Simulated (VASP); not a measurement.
# ZnS (P1) in VASP: further runs

Runs on ZnS. Level: r2SCAN. Tasks: single point.

All numbers are computed with VASP 6.6.1; they aren't measurements. Logs are shortened: lines on timing, memory, paths and dates and some standing lists are left out, and cuts for length are marked.

## (1) The cell of the first run

The typed cell holds 8 atoms: a = 3.234 Å, b = 4.041 Å, c = 13.193 Å, α = 94.46°, β = 88.15°, γ = 118.28°.

## (2) Single point, r2SCAN (atoms moved at random and the cell strained at random)

POSCAR reads:

```
ZnS
1.0
    3.2300589881     -0.1499876555      0.0548029261
   -1.7449226140      3.6411179074     -0.1562624248
    0.1793767287     -0.4870270560     13.1826227093
Zn S
4 4
Direct
    0.0006314258      0.0162154404      0.0094372264
    0.0267170085      0.0708976204      0.5126700460
    0.2636145618      0.6658942728      0.2386904567
    0.5862031008      0.2861401575      0.7485955858
   -0.0027666200     -0.0479282412      0.1797122909
    0.0340765888      0.0276992043      0.6610149664
    0.3419710308      0.6385544397      0.4566666605
    0.7495529036      0.3425271062      0.9432127673
```

INCAR.step1 reads:

```
  ALGO = Normal
  EDIFF = 1E-4
  ENCUT = 520
  GGA = PE
  ISMEAR = 0
  LASPH = True
  LCHARG = False
  LREAL = False
  LWAVE = True
  NBANDS = 46
  NELM = 60
  PREC = Accurate
  SIGMA = 0.05
```

INCAR.step2 reads:

```
  ALGO = Normal
  EDIFF = 1E-7
  ENCUT = 520
  ISIF = 2
  ISMEAR = 0
  ISTART = 1
  LASPH = True
  LCHARG = False
  LMIXTAU = True
  LREAL = False
  LWAVE = False
  METAGGA = R2SCAN
  NBANDS = 46
  NELM = 60
  PREC = Accurate
  SIGMA = 0.05
```

KPOINTS reads:

```
k-points
0
Gamma
  6 6 2
```

Potentials or basis: VASP PAW PBE potentials, release 64 (Zn, S).

Started as:

```sh
$ cat potpaw_PBE.64/Zn/POTCAR potpaw_PBE.64/S/POTCAR > POTCAR
$ cp INCAR.step1 INCAR
$ mpirun -np 1 vasp_std > vasp.out
$ cp INCAR.step2 INCAR
$ mpirun -np 1 vasp_std > vasp.out
```

OUTCAR:

```text
EDIFF = 1E-7
   ENCUT = 520
   ISIF = 2
   ISMEAR = 0
   ISTART = 1
   LASPH = True
   LREAL = False
   METAGGA = R2SCAN
   NELM = 60
   PREC = Accurate

 ion  position               nearest neighbor table
   1  0.001  0.016  0.009-   8 2.10   5 2.28   8 2.32   8 2.53
   2  0.027  0.071  0.513-   6 1.98   7 2.18   7 2.20   7 2.46
   3  0.264  0.666  0.239-   5 1.95   5 2.23   5 2.65   7 2.91
   4  0.586  0.286  0.749-   6 1.95   6 2.38   8 2.61
   5  0.997  0.952  0.180-   3 1.95   3 2.23   1 2.28   3 2.65
   6  0.034  0.028  0.661-   4 1.95   2 1.98   4 2.38
   7  0.342  0.639  0.457-   2 2.18   2 2.20   2 2.46   3 2.91
   8  0.750  0.343  0.943-   1 2.10   1 2.32   1 2.53   4 2.61

  LATTYP: Found a triclinic cell.
 ALAT       =     3.2340038225
 B/A-ratio  =     1.2494287746
 C/A-ratio  =     4.4235623723
 COS(alpha) =     0.0034795703
 COS(beta)  =     0.3480285289
 COS(gamma) =     0.4737622804

  Lattice vectors:

 A1 = (  -3.2300589881,   0.1499876555,  -0.0548029261)
 A2 = (  -1.7449226140,   3.6411179074,  -0.1562624248)
 A3 = (  -4.8945720909,  -2.8541155404, -13.1359661367)

Analysis of symmetry for initial positions (statically):
=====================================================================
 Subroutine PRICEL returns:
 Original cell was already a primitive cell.

 Routine SETGRP: Setting up the symmetry group for a
 triclinic supercell.

 Subroutine GETGRP returns: Found  1 space group operations
 (whereof  1 operations were pure point group operations)
 out of a pool of  2 trial point group operations.

The static configuration has the point symmetry C_1 .

Analysis of symmetry for dynamics (positions and initial velocities):
=====================================================================
 Subroutine PRICEL returns:
 Original cell was already a primitive cell.

 Routine SETGRP: Setting up the symmetry group for a
 triclinic supercell.

 Subroutine GETGRP returns: Found  1 space group operations
 (whereof  1 operations were pure point group operations)
 out of a pool of  2 trial point group operations.

The dynamic configuration has the point symmetry C_1 .

 Subroutine INISYM returns: Found  1 space group operations
 (whereof  1 operations are pure point group operations),
 and found     1 'primitive' translations

----------------------------------------------------------------------------------------

                                     Primitive cell

  volume of cell :     151.3602

  direct lattice vectors                    reciprocal lattice vectors
     3.230058988 -0.149987656  0.054802926     0.316618079  0.151787754  0.001299501
    -1.744922614  3.641117907 -0.156262425     0.012886743  0.281255015  0.010215510
     0.179376729 -0.487027056 13.182622709    -0.001163493  0.002702890  0.075973128

  length of vectors
     3.234003823  4.040657433 13.192835664     0.351124222  0.281735351  0.076030096

  position of ions in fractional coordinates (direct lattice)
     0.000631426  0.016215440  0.009437226
     0.026717009  0.070897620  0.512670046
     0.263614562  0.665894273  0.238690457
     0.586203101  0.286140158  0.748595586
     0.997233380  0.952071759  0.179712291
     0.034076589  0.027699204  0.661014966
     0.341971031  0.638554440  0.456666660
     0.749552904  0.342527106  0.943212767

  ion indices of the primitive-cell ions
   primitive index   ion index
                 1           1
                 2           2
                 3           3
                 4           4
                 5           5
                 6           6
                 7           7
                 8           8

----------------------------------------------------------------------------------------

 KPOINTS: k-points

Automatic generation of k-mesh.
 Grid dimensions read from file:
 generate k-points for:    6    6    2

 Generating k-lattice:

  Cartesian coordinates                     Fractional coordinates (reciprocal lattice)
     0.052769680  0.025297959  0.000216583     0.166666667 -0.000000000  0.000000000
     0.002147791  0.046875836  0.001702585     0.000000000  0.166666667  0.000000000
    -0.000581746  0.001351445  0.037986564     0.000000000 -0.000000000  0.500000000

  Length of vectors
     0.058520704  0.046955892  0.038015048

  Shift w.r.t. Gamma in fractional coordinates (k-lattice)
     0.000000000  0.000000000  0.000000000

 Subroutine IBZKPT returns following result:
 ===========================================

 Found     40 irreducible k-points:

 Following reciprocal coordinates:
            Coordinates               Weight
  0.000000  0.000000  0.000000      1.000000
  0.166667  0.000000  0.000000      2.000000
  0.333333 -0.000000 -0.000000      2.000000
  0.500000  0.000000 -0.000000      1.000000
  0.000000  0.166667  0.000000      2.000000
  0.166667  0.166667  0.000000      2.000000
[... 16 lines left out ...]
  0.333333  0.000000  0.500000      2.000000
  0.500000  0.000000  0.500000      1.000000
 [... further k-points ...]
   k-points           NKPTS =     40   k-points in BZ     NKDIM =     40   number of bands    NBANDS=     46
   number of dos      NEDOS =    301   number of ions     NIONS =      8
   total plane-waves  NPLWV =  70560
   dimension x,y,z NGX =    24 NGY =   30 NGZ =   98
   dimension x,y,z NGXF=    48 NGYF=   60 NGZF=  196
   ions per type =               4   4
   NGX,Y,Z   is equivalent  to a cutoff of  12.34, 12.34, 12.35 a.u.
   NGXF,Y,Z  is equivalent  to a cutoff of  24.67, 24.69, 24.70 a.u.
 SYSTEM =  unknown system
   PREC   = accura    normal or accurate (medium, high low for compatibility)
   ISTART =      1    job   : 0-new  1-cont  2-samecut
   ICHARG =      0    charge: 1-file 2-atom 10-const
   ISPIN  =      1    spin polarized calculation?
   LNONCOLLINEAR =      F non collinear calculations
   LSORBIT =      F    spin-orbit coupling
   LASPH  =      T    aspherical Exc in radial PAW
   ENCUT  =  520.0 eV  38.22 Ry    6.18 a.u.   6.01  7.51 24.53*2*pi/ulx,y,z
   NELM   =     60;   NELMIN=  2; NELMDL=  0     # of ELM steps
   EDIFF  = 0.1E-06   stopping-criterion for ELM
   LREAL  =      F    real-space projection
   EDIFFG = 0.1E-05   stopping-criterion for IOM
   NSW    =      0    number of steps for IOM
   IBRION =     -1    ionic relax: 0-MD 1-quasi-New 2-CG
   NFREE  =      0    steps in history (QN), initial steepest desc. (CG)
   ISIF   =      2    stress and relaxation
   ISYM   =      2    0-nonsym 1-usesym 2-fastsym
   POTIM  = 0.5000    time-step for ionic-motion
   TEBEG  =    0.0;   TEEND  =   0.0 temperature during run
   PSTRESS=    0.0 pullay stress
   NELECT =      72.0000    total number of electrons
   NUPDOWN=      -1.0000    fix difference up-down
   EMIN   =  10.00;   EMAX   =-10.00  energy-range for DOS
   EFERMI =   0.00;   METHOD = LEGACY
   ISMEAR =     0;   SIGMA  =   0.05  broadening in eV -4-tet -1-fermi 0-gaus
   EFERMI_NEDOS =   21; number of points for ismear=-14 and -15
   IALGO  =     38    algorithm
   IMIX   =      4    mixing-type and parameters
     AMIX     =   0.40;   BMIX     =  1.00
     AMIX_MAG =   1.60;   BMIX_MAG =  1.00
  volume/ion in A,a.u.               =      18.92       127.68
  Fermi-wavevector in a.u.,A,eV,Ry     =   1.277954  2.414982 22.220564  1.633165
  Thomas-Fermi vector in A             =   2.410524
   LORBIT       =      0    0 simple, 1 ext, 2 COOP (PROOUT), +10 PAW based schemes
   METAGGA = R2SCAN    functional components
   LHFCALC =     F    Hartree Fock is set to
   AEXX    =    0.0000 exact exchange contribution
   IVDW    =     0    specifies the selected vdW correction
   LEPSILON=     F    determine dielectric tensor
   LRPA    =     F    only Hartree local field effects (RPA)
 non-spin polarized calculation
 Gauss-broadening in eV      SIGMA  =   0.05
  energy-cutoff  :      520.00
  volume of cell :      151.36
 maximum number of plane-waves:      4108
   NGX = 11   NGY = 15   NGZ = 49

 number of electron      72.0000012 magnetization

 Free energy of the ion-electron system (eV)
  ---------------------------------------------------
  ext. energy  EPLUGINS =         0.00000000
  ---------------------------------------------------
  free energy    TOTEN  =       -70.09332590 eV

  energy without entropy =      -70.09291290  energy(sigma->0) =      -70.09311940

 E-fermi :   4.0708     XC(G=0): -10.4545

 val. band max:        4.0169749260   @ k =   0.0000   0.0000   0.5000
 cond. band min:       4.1134213841   @ k =   0.0000   0.0000   0.0000
 fundamental gap:      0.0964464581
 Fermi energy:         4.0707504136

 k-point     1 :       0.0000    0.0000    0.0000
  band No.  band energies     occupation
      1     -12.5386      2.00000
      2     -11.9680      2.00000
      3     -11.4028      2.00000
      4     -10.4082      2.00000
      5      -5.6523      2.00000
      6      -5.3809      2.00000
[... 38 lines left out ...]
     45      10.0453      0.00000
     46      10.3532      0.00000

 k-point     2 :       0.1667    0.0000    0.0000
  band No.  band energies     occupation
      1     -12.2776      2.00000
      2     -11.7116      2.00000
      3     -11.1516      2.00000
      4     -10.1617      2.00000
      5      -5.6266      2.00000
      6      -5.3083      2.00000
[... 38 lines left out ...]
     45      10.0286      0.00000
     46      10.0861      0.00000

 k-point     3 :       0.3333   -0.0000   -0.0000
  band No.  band energies     occupation
      1     -11.6874      2.00000
      2     -11.1249      2.00000
      3     -10.5856      2.00000
      4      -9.6001      2.00000
      5      -5.5834      2.00000
      6      -5.2477      2.00000
[... 38 lines left out ...]
     45       9.8320      0.00000
     46      10.0574      0.00000

 k-point     4 :       0.5000    0.0000   -0.0000
  band No.  band energies     occupation
      1     -11.3477      2.00000
      2     -10.7806      2.00000
      3     -10.2602      2.00000
      4      -9.2714      2.00000
      5      -5.4807      2.00000
      6      -5.2167      2.00000
[... 920 lines left out ...]
     45       9.9122      0.00000
     46      10.1248      0.00000

 k-point    23 :       0.3333    0.0000    0.5000
  band No.  band energies     occupation
      1     -11.6871      2.00000
      2     -11.1261      2.00000
      3     -10.5842      2.00000
      4      -9.6005      2.00000
      5      -5.5832      2.00000
      6      -5.2444      2.00000
[... 38 lines left out ...]
     45       9.4711      0.00000
     46       9.8691      0.00000

 k-point    24 :       0.5000    0.0000    0.5000
  band No.  band energies     occupation
      1     -11.3477      2.00000
      2     -10.7806      2.00000
      3     -10.2602      2.00000
      4      -9.2714      2.00000
      5      -5.4805      2.00000
      6      -5.2016      2.00000
[... 38 lines left out ...]
     45       9.4187      0.00000
     46       9.7776      0.00000

 [... further k-points ...]

------------------------ aborting loop because EDIFF is reached ----------------------------------------

  FORCE on cell =-STRESS in cart. coord.  units (eV):
  Direction    XX          YY          ZZ          XY          YZ          ZX
  --------------------------------------------------------------------------------------
  -------------------------------------------------------------------------------------
  Total       29.0785374      3.2782313      9.0327398      0.1229303     -1.2406839      7.9498228
  in kB      307.8019829     34.7007172     95.6133101      1.3012407    -13.1328805     84.1504233
  external PRESSURE =     146.0386701 kB  Pullay stress =       0.0000000 kB

 VOLUME and BASIS-vectors are now :
 -----------------------------------------------------------------------------
  energy-cutoff  :      520.00
  volume of cell :      151.36
      direct lattice vectors                 reciprocal lattice vectors
     3.230058988 -0.149987656  0.054802926     0.316618079  0.151787754  0.001299501
    -1.744922614  3.641117907 -0.156262425     0.012886743  0.281255015  0.010215510
     0.179376729 -0.487027056 13.182622709    -0.001163493  0.002702890  0.075973128

 POSITION                                       TOTAL-FORCE (eV/Angst)
 -----------------------------------------------------------------------------------
     -0.02456      0.05435      0.12191         1.552648     -1.456466      0.119724
      0.05455      0.00446      6.74872         0.624230      0.167869     -3.888090
     -0.26763      2.26881      3.05696         3.360537     -3.328174      3.138354
      1.52846      0.58936      9.85587         3.879179      1.975382      2.788734
      1.59207      3.22951      2.27496        -3.288113      3.410581     -1.429710
      0.18031     -0.22619      8.71145        -3.367521     -2.510228      3.509376
      0.07227      2.05135      5.93902        -1.069738      0.301638     -2.623949
      1.99261      0.67539     12.42157        -1.691221      1.439399     -1.614439
 -----------------------------------------------------------------------------------
    total drift:                               -0.027897      0.017239     -0.014910

  FREE ENERGIE OF THE ION-ELECTRON SYSTEM (eV)
  ---------------------------------------------------
  free  energy   TOTEN  =       -70.0933258961 eV

  energy  without entropy=      -70.0929128964  energy(sigma->0) =      -70.09311940
```

Run time: 15 min. Hardware: 1 thread of Intel Xeon Platinum 8259CL at 2.50GHz (Skylake/Cascade Lake), shared host; peak memory 0.4 GiB.

Results:

```
Free energy            : -70.0933 eV
Pressure               : 14.6 GPa
Largest force          : 5.676 eV/Å
Band gap on the k mesh : 0.10 eV
```

Forces in eV/Å, atoms in the order of the input:
```
Zn   1.553 -1.456  0.120
Zn   0.624  0.168 -3.888
Zn   3.361 -3.328  3.138
Zn   3.879  1.975  2.789
S   -3.288  3.411 -1.430
S   -3.368 -2.510  3.509
S   -1.070  0.302 -2.624
S   -1.691  1.439 -1.614
```

Levels at points of the mesh, in eV from the valence-band top:
```csv
k point,band 34,band 35,band 36,band 37,band 38,band 39
"(0.00, 0.00, 0.00)",-1.27,-1.13,0.00,0.10,1.11,1.98
"(0.50, 0.00, 0.00)",-3.16,-2.80,-2.25,0.51,1.02,1.96
"(0.00, 0.50, 0.00)",-1.76,-1.59,-0.60,0.64,1.89,2.83
"(0.50, 0.50, 0.00)",-3.14,-2.44,-1.88,0.91,2.00,2.59
"(0.00, 0.00, 0.50)",-1.28,-1.12,0.00,0.79,1.13,1.54
"(0.50, 0.00, 0.50)",-3.13,-2.79,-2.38,0.68,1.15,1.75
"(0.00, 0.50, 0.50)",-1.79,-1.56,-0.61,1.35,1.65,2.69
"(0.50, 0.50, 0.50)",-3.11,-2.56,-1.92,1.49,1.82,2.32
```

Caveat: the cell differs from its parent crystal (atoms moved at random and the cell strained at random); the cell stands under pressure; the PAW data sets were made with another functional, which shifts forces and pressure a little.

## (3) Single point, r2SCAN (atoms moved at random and the cell strained at random)

POSCAR reads:

```
ZnS
1.0
    3.5122519595      0.0842309529      0.0351411480
   -1.6831798348      3.3131657776     -0.0825590949
    0.1150213066     -0.2456226274     13.2693250911
Zn S
4 4
Direct
    0.0413634419     -0.0432304769     -0.0005963033
   -0.0123803880     -0.0500019035      0.4923831667
    0.3561745211      0.6240437107      0.2501580782
    0.6583147868      0.3499673420      0.7433077595
   -0.1143081834     -0.0514715363      0.1885990091
    0.1090902161      0.0567819093      0.6864685029
    0.3382858226      0.7591928131      0.4445389467
    0.6234597827      0.3547181416      0.9451408402
```

INCAR.step1 reads:

```
SYSTEM = ZnS
PREC = Accurate ; ENCUT = 520
ISMEAR = 0 ; SIGMA = 0.05
LREAL = .FALSE. ; LASPH = .TRUE.
NELM = 80 ; NBANDS = 46
GGA = PE ; ALGO = Normal
EDIFF = 1E-4 ; LWAVE = .TRUE.
LCHARG = .FALSE.
```

INCAR.step2 reads:

```
SYSTEM = ZnS
PREC = Accurate ; ENCUT = 520
EDIFF = 1E-6 ; ISMEAR = 0
SIGMA = 0.05 ; LREAL = .FALSE.
LASPH = .TRUE. ; NELM = 80
ALGO = Normal ; ISIF = 2
LWAVE = .FALSE. ; LCHARG = .FALSE.
METAGGA = R2SCAN ; LMIXTAU = .TRUE.
NBANDS = 46 ; ISTART = 1
```

KPOINTS reads:

```
Automatic mesh
0
G
  6 6 2
  0 0 0
```

Potentials or basis: VASP PAW PBE potentials, release 64 (Zn, S).

Started as:

```sh
$ cat potpaw_PBE.64/Zn/POTCAR potpaw_PBE.64/S/POTCAR > POTCAR
$ cp INCAR.step1 INCAR
$ mpirun -np 1 vasp_std > vasp.out
$ cp INCAR.step2 INCAR
$ mpirun -np 1 vasp_std > vasp.out
```

Run time: 17 min. Hardware: 1 thread of Intel Xeon Platinum 8259CL at 2.50GHz (Skylake/Cascade Lake), shared host; peak memory 0.42 GiB.

The run converged. Its results:

| Item | Value |
| --- | --- |
| Free energy | -69.6232 eV |
| Pressure | 15.7 GPa |
| Largest force | 12.815 eV/Å |
| Band gap on the k mesh | 2.00 eV |

Forces in eV/Å, atoms in the order of the input:
```
Zn   -1.982  -0.287   1.191
Zn  -10.245   4.800   4.932
Zn   -4.784  -3.469   2.347
Zn    5.014   3.409   2.563
S     4.957   3.860  -2.182
S    -5.452  -3.569  -2.207
S    10.607  -5.058  -5.111
S     1.885   0.313  -1.532
```

Stress tensor (GPa, compression positive):
```
37.14  4.24 -7.55
 4.24  9.59  2.69
-7.55  2.69  0.32
```

Levels at points of the mesh, in eV from the valence-band top:
```csv
k point,band 32,band 33,band 34,band 35,band 36,band 37,band 38,band 39,band 40,band 41
"(0.00, 0.00, 0.00)",-0.97,-0.69,-0.32,-0.20,0.00,2.00,3.48,3.69,3.81,5.42
"(0.50, 0.00, 0.00)",-2.18,-2.03,-1.96,-1.51,-1.33,2.81,2.94,3.63,4.20,4.54
"(0.00, 0.50, 0.00)",-2.13,-1.61,-1.21,-1.07,-0.71,2.69,3.05,4.07,4.48,4.59
"(0.50, 0.50, 0.00)",-2.59,-2.36,-2.10,-1.71,-1.27,2.59,2.66,2.83,3.42,4.23
"(0.00, 0.00, 0.50)",-1.12,-0.89,-0.32,-0.20,0.00,2.85,2.90,3.68,3.80,5.39
"(0.50, 0.00, 0.50)",-2.20,-2.13,-1.97,-1.49,-1.37,3.13,3.34,3.53,3.87,4.20
"(0.00, 0.50, 0.50)",-2.13,-1.75,-1.25,-1.07,-0.73,2.98,3.50,3.82,4.14,4.43
"(0.50, 0.50, 0.50)",-2.71,-2.42,-2.07,-1.82,-1.24,2.58,2.79,2.92,3.41,4.31
```

Caveat: the cell differs from its parent crystal (atoms moved at random and the cell strained at random); the cell stands under pressure; the PAW data sets were made with another functional, which shifts forces and pressure a little.
